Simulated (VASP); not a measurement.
Input of a VASP 6.6.1 run:

INCAR

```
SYSTEM = KI
ALGO = Normal
EDIFF = 1E-7
ENCUT = 520
GGA = PE
ISIF = 2
ISMEAR = 0
LASPH = .True.
LCHARG = .False.
LREAL = .False.
LWAVE = .False.
NBANDS = 15
NELM = 80
PREC = Accurate
SIGMA = 0.05
```

File KPOINTS:

```
k-points
0
Gamma
  6 6 6
  0 0 0
```

Contents of POSCAR:

```
KI
1.0
    4.2911966600      0.0000000000      0.0000000000
    0.0000000000      4.2911966600      0.0000000000
    0.0000000000      0.0000000000      4.1624607602
K I
1 1
Direct
    0.0000000000      0.0000000000      0.0000000000
    0.5000000000      0.5000000000      0.5000000000
```

Potentials or basis: VASP PAW PBE potentials, release 64 (K_sv, I).

Launch:

```console
$ cat potpaw_PBE.64/K_sv/POTCAR potpaw_PBE.64/I/POTCAR > POTCAR
$ mpirun -np 1 vasp_std > vasp.out
```

Q: What does it give for the pressure?

A: 1.0 GPa.

Q: Estimate the band gap on the k mesh.

A: 3.28 eV (least direct gap 3.62 eV).

Stress tensor (GPa, compression positive):
```
0.67 0.00 0.00
0.00 0.67 0.00
0.00 0.00 1.65
```

Caveat: the cell differs from its parent crystal (strain +0.000 along x and y, -0.030 along z); spin-orbit coupling is left out, which moves the levels of the heavy elements. A k mesh can miss the band edges.
